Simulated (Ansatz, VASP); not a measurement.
One calculation of HgTe, two programs

```xyz
2
Lattice="0.0000 2.9215 3.0091 2.9215 0.0000 3.0091 2.9215 2.9215 0.0000" Properties=species:S:1:pos:R:3 pbc="T T T"
Hg    0.0000    0.0000    0.0000
Te    2.9215    2.9215    3.0091
```

Change from the starting cell: z stretched by +3 %, ions relaxed.

Alike in both runs: functional PBE; k mesh 14 × 14 × 14; occupations fermi-dirac, width 0.05 eV; no spin polarisation.

Ansatz relaxed the structure, and its values are those at the end. VASP's run is a single point on that final structure, the one shown.

|  | VASP | Ansatz |
| --- | --- | --- |
| version | VASP 6.6.1 | Ansatz 0.2.0 |
| potentials or method | VASP PAW PBE potentials, release 64 (Hg, Te) | plane-wave PAW, scalar-relativistic |
| plane-wave cutoff (eV) | 520 | 420 |
| valence electrons in the cell | 18 | 36 |

|  | VASP | Ansatz | Ansatz less VASP |
| --- | --- | --- | --- |
| pressure (GPa) | 8.1 | 7.9 | -0.21 |

VASP's potentials hold 18 valence electrons a cell and Ansatz's 36, so a difference there can come from the potentials and not from the codes. Ansatz's warnings: stress scf threshold loose.

Spin-orbit coupling is off throughout.
